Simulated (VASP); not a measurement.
A run of VASP 6.6.1:

File POSCAR:

```
ZnSe
1.0
    0.0000000000      2.8147806350      2.8147806350
    2.8147806350      0.0000000000      2.8147806350
    2.8147806350      2.8147806350      0.0000000000
Se Zn
1 1
Direct
    0.7500000000      0.7500000000      0.7500000000
    0.0000000000      0.0000000000      0.0000000000
```

INCAR.step1

```
SYSTEM = ZnSe
ALGO = Normal
EDIFF = 1E-5
ENCUT = 520
GGA = PE
ISIF = 2
ISMEAR = -1
LASPH = .TRUE.
LREAL = .FALSE.
LWAVE = .TRUE.
NBANDS = 16
NELM = 80
PREC = Accurate
SIGMA = 0.05
```

File INCAR.step2:

```
SYSTEM = ZnSe
AEXX = 0.5
ALGO = Normal
EDIFF = 1E-6
ENCUT = 520
ISIF = 2
ISMEAR = -1
ISTART = 1
LASPH = .TRUE.
LCHARG = .TRUE.
LELF = .TRUE.
LHFCALC = .TRUE.
LMIXTAU = .TRUE.
LREAL = .FALSE.
LVHAR = .TRUE.
LWAVE = .FALSE.
METAGGA = R2SCAN
NBANDS = 16
NELM = 80
PREC = Accurate
PRECFOCK = Normal
SIGMA = 0.05
```

Contents of KPOINTS:

```
k-points
0
G
  4 4 4
  0 0 0
```

Potentials or basis: VASP PAW PBE potentials, release 64 (Se, Zn).

Command:

```bash
$ cat potpaw_PBE.64/Se/POTCAR potpaw_PBE.64/Zn/POTCAR > POTCAR
$ cp INCAR.step1 INCAR
$ mpirun -np 1 vasp_std > vasp.out
$ cp INCAR.step2 INCAR
$ mpirun -np 1 vasp_std > vasp.out
```

Hardware: 1 thread of Intel(R) Xeon(R) 6975P-C (Granite Rapids), on a shared host.

**Question.** How long does it take, and how much memory?

**Answer.** Wall time 4.2 min on 1 thread of Intel(R) Xeon(R) 6975P-C (Granite Rapids), on a shared host, peak memory 0.18 GiB. Counts: k points 8.
